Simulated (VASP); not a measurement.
# Na (Im-3m) in VASP: notebook, part 2 of 2

VASP 6.6.1. Earlier steps stand in the parts before.

## 4. Single point, LDA (32.31 Å³/atom)

This run uses another cell than the first one, of 32.31 Å³/atom.

Contents of INCAR:

```
PREC = Accurate
ENCUT = 500
EDIFF = 1E-6
ISMEAR = 0
SIGMA = 0.1
LREAL = False
LASPH = True
NELM = 120
ALGO = Normal
ISIF = 2
LWAVE = False
LCHARG = False
NBANDS = 10
GGA_COMPAT = False
```

Contents of KPOINTS:

```
Automatic mesh
0
Gamma
  14 14 14
```

Contents of POSCAR:

```
Na
1.0
   -2.0064208805      2.0064208805      2.0064208805
    2.0064208805     -2.0064208805      2.0064208805
    2.0064208805      2.0064208805     -2.0064208805
Na
1
Direct
    0.0000000000      0.0000000000      0.0000000000
```

Run with:

```sh
> cat potpaw_LDA.64/Na_pv/POTCAR > POTCAR
> mpirun -np 1 vasp_std > vasp.out
```

Wall time 14 s (1 thread of AMD EPYC 7R13 (Zen 3), shared host); peak memory 0.12 GiB.

It converged, with:

```
Free energy            : -1.4544 eV
Pressure               : 0.2 GPa
Band gap on the k mesh : zero (an odd number of electrons rules out a gap without spin polarisation)
```

Levels at points of the mesh, in eV from the Fermi level:
```
           k point  band 1  band 2  band 3  band 4  band 5  band 6  band 7  band 8
(0.00, 0.00, 0.00)  -24.82  -24.82  -24.82   -3.56   12.57   12.57   12.57   13.77
(0.50, 0.00, 0.00)  -24.88  -24.84  -24.82    0.84    1.36    8.80   10.02   10.12
(0.50, 0.50, 0.50)  -24.86  -24.86  -24.86    4.83    4.83    5.36    5.36    5.36
```

## 5. Single point, LDA

This run uses another cell than the first one, of 33.31 Å³/atom.

Contents of INCAR:

```
SYSTEM = Na
PREC = Accurate
ENCUT = 500
EDIFF = 1E-6
ISMEAR = 0
SIGMA = 0.1
LREAL = .False.
LASPH = .True.
NELM = 120
ALGO = Normal
ISIF = 2
LWAVE = .False.
LCHARG = .False.
GGA = CA
NBANDS = 10
GGA_COMPAT = .False.
```

Contents of KPOINTS:

```
Automatic mesh
0
Gamma
  14 14 14
  0 0 0
```

Contents of POSCAR:

```
Na
1.0
   -2.0268959771      2.0268959771      2.0268959771
    2.0268959771     -2.0268959771      2.0268959771
    2.0268959771      2.0268959771     -2.0268959771
Na
1
Direct
    0.0000000000      0.0000000000      0.0000000000
```

Potentials or basis: VASP PAW LDA potentials, release 64 (Na_pv).

Run with:

```sh
> cat potpaw_LDA.64/Na_pv/POTCAR > POTCAR
> mpirun -np 1 vasp_std > vasp.out
```

OUTCAR:

```text
SYSTEM = Na
   PREC = Accurate
   ENCUT = 500
   EDIFF = 1E-6
   ISMEAR = 0
   LREAL = .False.
   LASPH = .True.
   NELM = 120
   ISIF = 2
   GGA = CA

 ion  position               nearest neighbor table
   1  0.000  0.000  0.000-

  LATTYP: Found a body centered cubic cell.
 ALAT       =     4.0537919542

  Lattice vectors:

 A1 = (  -2.0268959771,   2.0268959771,   2.0268959771)
 A2 = (   2.0268959771,  -2.0268959771,   2.0268959771)
 A3 = (   2.0268959771,   2.0268959771,  -2.0268959771)

Analysis of symmetry for initial positions (statically):
=====================================================================
 Subroutine PRICEL returns:
 Original cell was already a primitive cell.

 Routine SETGRP: Setting up the symmetry group for a
 body centered cubic supercell.

 Subroutine GETGRP returns: Found 48 space group operations
 (whereof 48 operations were pure point group operations)
 out of a pool of 48 trial point group operations.

The static configuration has the point symmetry O_h .

Analysis of symmetry for dynamics (positions and initial velocities):
=====================================================================
 Subroutine PRICEL returns:
 Original cell was already a primitive cell.

 Routine SETGRP: Setting up the symmetry group for a
 body centered cubic supercell.

 Subroutine GETGRP returns: Found 48 space group operations
 (whereof 48 operations were pure point group operations)
 out of a pool of 48 trial point group operations.

The dynamic configuration has the point symmetry O_h .

 Subroutine INISYM returns: Found 48 space group operations
 (whereof 48 operations are pure point group operations),
 and found     1 'primitive' translations

----------------------------------------------------------------------------------------

                                     Primitive cell

  volume of cell :      33.3084

  direct lattice vectors                    reciprocal lattice vectors
    -2.026895977  2.026895977  2.026895977     0.000000000  0.246682615  0.246682615
     2.026895977 -2.026895977  2.026895977     0.246682615  0.000000000  0.246682615
     2.026895977  2.026895977 -2.026895977     0.246682615  0.246682615  0.000000000

  length of vectors
     3.510686814  3.510686814  3.510686814     0.348861900  0.348861900  0.348861900

  position of ions in fractional coordinates (direct lattice)
     0.000000000  0.000000000  0.000000000

  ion indices of the primitive-cell ions
   primitive index   ion index
                 1           1

----------------------------------------------------------------------------------------

 KPOINTS: Automatic mesh

Automatic generation of k-mesh.
 Grid dimensions read from file:
 generate k-points for:   14   14   14

 Generating k-lattice:

  Cartesian coordinates                     Fractional coordinates (reciprocal lattice)
     0.000000000  0.017620187  0.017620187     0.071428571  0.000000000  0.000000000
     0.017620187  0.000000000  0.017620187     0.000000000  0.071428571  0.000000000
     0.017620187  0.017620187  0.000000000     0.000000000  0.000000000  0.071428571

  Length of vectors
     0.024918707  0.024918707  0.024918707

  Shift w.r.t. Gamma in fractional coordinates (k-lattice)
     0.000000000  0.000000000  0.000000000

 Subroutine IBZKPT returns following result:
 ===========================================

 Found    104 irreducible k-points:

 Following reciprocal coordinates:
            Coordinates               Weight
  0.000000  0.000000  0.000000      1.000000
  0.071429  0.000000  0.000000     12.000000
  0.142857  0.000000  0.000000     12.000000
  0.214286  0.000000  0.000000     12.000000
  0.285714  0.000000  0.000000     12.000000
  0.357143  0.000000  0.000000     12.000000
[... 16 lines left out ...]
  0.285714  0.285714  0.000000     24.000000
  0.357143  0.285714 -0.000000     24.000000
 [... further k-points ...]
   k-points           NKPTS =    104   k-points in BZ     NKDIM =    104   number of bands    NBANDS=     10
   number of dos      NEDOS =    301   number of ions     NIONS =      1
   total plane-waves  NPLWV =  21952
   dimension x,y,z NGX =    28 NGY =   28 NGZ =   28
   dimension x,y,z NGXF=    56 NGYF=   56 NGZF=   56
   ions per type =               1
   NGX,Y,Z   is equivalent  to a cutoff of  13.26, 13.26, 13.26 a.u.
   NGXF,Y,Z  is equivalent  to a cutoff of  26.52, 26.52, 26.52 a.u.
 SYSTEM =  Na
   PREC   = accura    normal or accurate (medium, high low for compatibility)
   ISTART =      0    job   : 0-new  1-cont  2-samecut
   ICHARG =      2    charge: 1-file 2-atom 10-const
   ISPIN  =      1    spin polarized calculation?
   LNONCOLLINEAR =      F non collinear calculations
   LSORBIT =      F    spin-orbit coupling
   LASPH  =      T    aspherical Exc in radial PAW
   ENCUT  =  500.0 eV  36.75 Ry    6.06 a.u.   6.40  6.40  6.40*2*pi/ulx,y,z
   NELM   =    120;   NELMIN=  2; NELMDL= -5     # of ELM steps
   EDIFF  = 0.1E-05   stopping-criterion for ELM
   LREAL  =      F    real-space projection
   EDIFFG = 0.1E-04   stopping-criterion for IOM
   NSW    =      0    number of steps for IOM
   IBRION =     -1    ionic relax: 0-MD 1-quasi-New 2-CG
   NFREE  =      0    steps in history (QN), initial steepest desc. (CG)
   ISIF   =      2    stress and relaxation
   ISYM   =      2    0-nonsym 1-usesym 2-fastsym
   POTIM  = 0.5000    time-step for ionic-motion
   TEBEG  =    0.0;   TEEND  =   0.0 temperature during run
   PSTRESS=    0.0 pullay stress
   NELECT =       7.0000    total number of electrons
   NUPDOWN=      -1.0000    fix difference up-down
   EMIN   =  10.00;   EMAX   =-10.00  energy-range for DOS
   EFERMI =   0.00;   METHOD = LEGACY
   ISMEAR =     0;   SIGMA  =   0.10  broadening in eV -4-tet -1-fermi 0-gaus
   EFERMI_NEDOS =   21; number of points for ismear=-14 and -15
   IALGO  =     38    algorithm
   IMIX   =      4    mixing-type and parameters
     AMIX     =   0.40;   BMIX     =  1.00
     AMIX_MAG =   1.60;   BMIX_MAG =  1.00
  volume/ion in A,a.u.               =      33.31       224.78
  Fermi-wavevector in a.u.,A,eV,Ry     =   0.973321  1.839310 12.889528  0.947354
  Thomas-Fermi vector in A             =   2.103691
   LORBIT       =      0    0 simple, 1 ext, 2 COOP (PROOUT), +10 PAW based schemes
   GGA     = CA    functional components
   LHFCALC =     F    Hartree Fock is set to
   AEXX    =    0.0000 exact exchange contribution
   IVDW    =     0    specifies the selected vdW correction
   LEPSILON=     F    determine dielectric tensor
   LRPA    =     F    only Hartree local field effects (RPA)
 non-spin polarized calculation
 Gauss-broadening in eV      SIGMA  =   0.10
  energy-cutoff  :      500.00
  volume of cell :       33.31
 maximum number of plane-waves:       887
 NGX is ok and might be reduce to    28
   NGX = 13   NGY = 13   NGZ = 13

 number of electron       7.0000010 magnetization

 Free energy of the ion-electron system (eV)
  ---------------------------------------------------
  ext. energy  EPLUGINS =         0.00000000
  ---------------------------------------------------
  free energy    TOTEN  =        -1.45528056 eV

  energy without entropy =       -1.45235514  energy(sigma->0) =       -1.45381785

 E-fermi :   0.4471     XC(G=0):  -7.0355

 val. band max:        0.4192028827   @ k =  -0.3571   0.4286   0.1429
 cond. band min:       0.5057362876   @ k =   0.3571   0.0714   0.0714
 fundamental gap:      0.0865334050
 Fermi energy:         0.4470662348

 k-point     1 :       0.0000    0.0000    0.0000
  band No.  band energies     occupation
      1     -24.3894      2.00000
      2     -24.3894      2.00000
      3     -24.3894      2.00000
      4      -3.0407      2.00000
      5      12.8115      0.00000
      6      12.8115      0.00000
      7      12.8115      0.00000
      8      13.9864      0.00000
      9      13.9864      0.00000
     10      14.6945      0.00000
[... 287 lines left out ...]
 k-point    24 :       0.3571    0.2857   -0.0000
  band No.  band energies     occupation
      1     -24.4297      2.00000
      2     -24.4215      2.00000
      3     -24.3958      2.00000
      4       2.2900      0.00000
      5       2.7331      0.00000
      6       4.1093      0.00000
      7       9.0156      0.00000
      8      13.4820      0.00000
      9      14.4265      0.00000
     10      15.6293      0.00000

 [... further k-points ...]

------------------------ aborting loop because EDIFF is reached ----------------------------------------

  FORCE on cell =-STRESS in cart. coord.  units (eV):
  Direction    XX          YY          ZZ          XY          YZ          ZX
  --------------------------------------------------------------------------------------
  -------------------------------------------------------------------------------------
  Total       -0.0116964     -0.0116964     -0.0116964      0.0000000     -0.0000000      0.0000000
  in kB       -0.5626127     -0.5626127     -0.5626127      0.0000000     -0.0000000      0.0000000
  external PRESSURE =      -0.5626127 kB  Pullay stress =       0.0000000 kB

 VOLUME and BASIS-vectors are now :
 -----------------------------------------------------------------------------
  energy-cutoff  :      500.00
  volume of cell :       33.31
      direct lattice vectors                 reciprocal lattice vectors
    -2.026895977  2.026895977  2.026895977     0.000000000  0.246682615  0.246682615
     2.026895977 -2.026895977  2.026895977     0.246682615  0.000000000  0.246682615
     2.026895977  2.026895977 -2.026895977     0.246682615  0.246682615  0.000000000

 POSITION                                       TOTAL-FORCE (eV/Angst)
 -----------------------------------------------------------------------------------
      0.00000      0.00000      0.00000         0.000000     -0.000000      0.000000
 -----------------------------------------------------------------------------------
    total drift:                                0.000000     -0.000000      0.000000

  FREE ENERGIE OF THE ION-ELECTRON SYSTEM (eV)
  ---------------------------------------------------
  free  energy   TOTEN  =        -1.4552805563 eV

  energy  without entropy=       -1.4523551427  energy(sigma->0) =       -1.45381785
```

OSZICAR:

```text
N       E                     dE             d eps       ncg     rms          rms(c)
DAV:   1     0.296572843475E+02    0.29657E+02   -0.37227E+03  2092   0.584E+02
DAV:   2    -0.819063262628E+00   -0.30476E+02   -0.30338E+02  2160   0.156E+02
DAV:   3    -0.145273687834E+01   -0.63367E+00   -0.63331E+00  2528   0.236E+01
DAV:   4    -0.145741198486E+01   -0.46751E-02   -0.46749E-02  2466   0.199E+00
DAV:   5    -0.145747150797E+01   -0.59523E-04   -0.59523E-04  2410   0.218E-01    0.209E-01
DAV:   6    -0.145608229752E+01    0.13892E-02   -0.82544E-04  2442   0.378E-01    0.135E-01
DAV:   7    -0.145529557864E+01    0.78672E-03   -0.11738E-03  2378   0.378E-01    0.220E-02
DAV:   8    -0.145528027239E+01    0.15306E-04   -0.91378E-05  2468   0.156E-01    0.257E-03
DAV:   9    -0.145528055635E+01   -0.28396E-06   -0.37637E-07  1574   0.675E-03
   1 F= -.14552806E+01 E0= -.14538178E+01  d E =-.292541E-02
```

Run time: 14 s. Hardware: 1 thread of AMD EPYC 7R13 (Zen 3), shared host; peak memory 0.12 GiB.

Results:

```
Free energy            : -1.4553 eV
Pressure               : -0.1 GPa
Band gap on the k mesh : zero (an odd number of electrons rules out a gap without spin polarisation)
```

## 6. Single point, LDA

This run uses another cell than the first one, of 33.31 Å³/atom.

Contents of INCAR:

```
  PREC = Accurate
  ENCUT = 500
  EDIFF = 1E-6
  ISMEAR = 0
  SIGMA = 0.1
  LREAL = False
  LASPH = True
  NELM = 120
  ALGO = Normal
  ISIF = 2
  LWAVE = False
  LCHARG = False
  GGA = CA
  NBANDS = 10
  GGA_COMPAT = False
```

Contents of KPOINTS:

```
Automatic mesh
0
Gamma
  14 14 14
```

POSCAR is that of step 5.

Potentials or basis: VASP PAW LDA potentials, release 64 (Na_pv).

Run with:

```sh
> cat potpaw_LDA.64/Na_pv/POTCAR > POTCAR
> mpirun -np 1 vasp_std > vasp.out
```

OUTCAR:

```text
PREC = Accurate
   ENCUT = 500
   EDIFF = 1E-6
   ISMEAR = 0
   LREAL = False
   LASPH = True
   NELM = 120
   ISIF = 2
   GGA = CA

 ion  position               nearest neighbor table
   1  0.000  0.000  0.000-

  LATTYP: Found a body centered cubic cell.
 ALAT       =     4.0537919542

  Lattice vectors:

 A1 = (  -2.0268959771,   2.0268959771,   2.0268959771)
 A2 = (   2.0268959771,  -2.0268959771,   2.0268959771)
 A3 = (   2.0268959771,   2.0268959771,  -2.0268959771)

Analysis of symmetry for initial positions (statically):
=====================================================================
 Subroutine PRICEL returns:
 Original cell was already a primitive cell.

 Routine SETGRP: Setting up the symmetry group for a
 body centered cubic supercell.

 Subroutine GETGRP returns: Found 48 space group operations
 (whereof 48 operations were pure point group operations)
 out of a pool of 48 trial point group operations.

The static configuration has the point symmetry O_h .

Analysis of symmetry for dynamics (positions and initial velocities):
=====================================================================
 Subroutine PRICEL returns:
 Original cell was already a primitive cell.

 Routine SETGRP: Setting up the symmetry group for a
 body centered cubic supercell.

 Subroutine GETGRP returns: Found 48 space group operations
 (whereof 48 operations were pure point group operations)
 out of a pool of 48 trial point group operations.

The dynamic configuration has the point symmetry O_h .

 Subroutine INISYM returns: Found 48 space group operations
 (whereof 48 operations are pure point group operations),
 and found     1 'primitive' translations

----------------------------------------------------------------------------------------

                                     Primitive cell
[... 112 lines left out ...]
  Thomas-Fermi vector in A             =   2.103691
   LORBIT       =      0    0 simple, 1 ext, 2 COOP (PROOUT), +10 PAW based schemes
   GGA     = CA    functional components
   LHFCALC =     F    Hartree Fock is set to
   AEXX    =    0.0000 exact exchange contribution
   IVDW    =     0    specifies the selected vdW correction
   LEPSILON=     F    determine dielectric tensor
   LRPA    =     F    only Hartree local field effects (RPA)
 non-spin polarized calculation
 Gauss-broadening in eV      SIGMA  =   0.10
  energy-cutoff  :      500.00
  volume of cell :       33.31
 maximum number of plane-waves:       887
 NGX is ok and might be reduce to    28
   NGX = 13   NGY = 13   NGZ = 13

 number of electron       7.0000010 magnetization

 Free energy of the ion-electron system (eV)
  ---------------------------------------------------
  ext. energy  EPLUGINS =         0.00000000
  ---------------------------------------------------
  free energy    TOTEN  =        -1.45528056 eV

  energy without entropy =       -1.45235514  energy(sigma->0) =       -1.45381785

 E-fermi :   0.4471     XC(G=0):  -7.0355

 val. band max:        0.4192028827   @ k =  -0.3571   0.4286   0.1429
 cond. band min:       0.5057362876   @ k =   0.3571   0.0714   0.0714
 fundamental gap:      0.0865334050
 Fermi energy:         0.4470662348

 k-point     1 :       0.0000    0.0000    0.0000
  band No.  band energies     occupation
      1     -24.3894      2.00000
      2     -24.3894      2.00000
      3     -24.3894      2.00000
      4      -3.0407      2.00000
      5      12.8115      0.00000
      6      12.8115      0.00000
      7      12.8115      0.00000
      8      13.9864      0.00000
      9      13.9864      0.00000
     10      14.6945      0.00000
[... 287 lines left out ...]
 k-point    24 :       0.3571    0.2857   -0.0000
  band No.  band energies     occupation
      1     -24.4297      2.00000
      2     -24.4215      2.00000
      3     -24.3958      2.00000
      4       2.2900      0.00000
      5       2.7331      0.00000
      6       4.1093      0.00000
      7       9.0156      0.00000
      8      13.4820      0.00000
      9      14.4265      0.00000
     10      15.6293      0.00000

 [... further k-points ...]

------------------------ aborting loop because EDIFF is reached ----------------------------------------

  FORCE on cell =-STRESS in cart. coord.  units (eV):
  Direction    XX          YY          ZZ          XY          YZ          ZX
  --------------------------------------------------------------------------------------
  -------------------------------------------------------------------------------------
  Total       -0.0116964     -0.0116964     -0.0116964      0.0000000     -0.0000000      0.0000000
  in kB       -0.5626127     -0.5626127     -0.5626127      0.0000000     -0.0000000      0.0000000
  external PRESSURE =      -0.5626127 kB  Pullay stress =       0.0000000 kB

 VOLUME and BASIS-vectors are now :
 -----------------------------------------------------------------------------
  energy-cutoff  :      500.00
  volume of cell :       33.31
      direct lattice vectors                 reciprocal lattice vectors
    -2.026895977  2.026895977  2.026895977     0.000000000  0.246682615  0.246682615
     2.026895977 -2.026895977  2.026895977     0.246682615  0.000000000  0.246682615
     2.026895977  2.026895977 -2.026895977     0.246682615  0.246682615  0.000000000

 POSITION                                       TOTAL-FORCE (eV/Angst)
 -----------------------------------------------------------------------------------
      0.00000      0.00000      0.00000         0.000000     -0.000000      0.000000
 -----------------------------------------------------------------------------------
    total drift:                                0.000000     -0.000000      0.000000

  FREE ENERGIE OF THE ION-ELECTRON SYSTEM (eV)
  ---------------------------------------------------
  free  energy   TOTEN  =        -1.4552805563 eV

  energy  without entropy=       -1.4523551427  energy(sigma->0) =       -1.45381785
```

Run time: 14 s. Hardware: 1 thread of AMD EPYC 7R13 (Zen 3), shared host; peak memory 0.12 GiB.

Results:

* Free energy: -1.4553 eV
* Pressure: -0.1 GPa
* Band gap on the k mesh: zero (an odd number of electrons rules out a gap without spin polarisation)

## 7. Overview

```tsv
cell	gap on the mesh (eV)	pressure (GPa)
a = 3.402 Å, angles 109.5°, 1 atom	none	1.0
a = 3.439 Å, angles 109.5°, 1 atom	none	0.6
a = 3.475 Å, angles 109.5°, 1 atom	none	0.2
a = 3.511 Å, angles 109.5°, 1 atom	none	-0.1
```

Alike in all rows: task single point; level LDA; potentials or basis VASP PAW LDA potentials, release 64 (Na_pv); no spin polarisation; k mesh 14 × 14 × 14; cutoff (eV) 500; smearing gaussian 0.1 eV.

Total energies depend on the potentials used, so only differences within one code and one set of settings carry meaning.
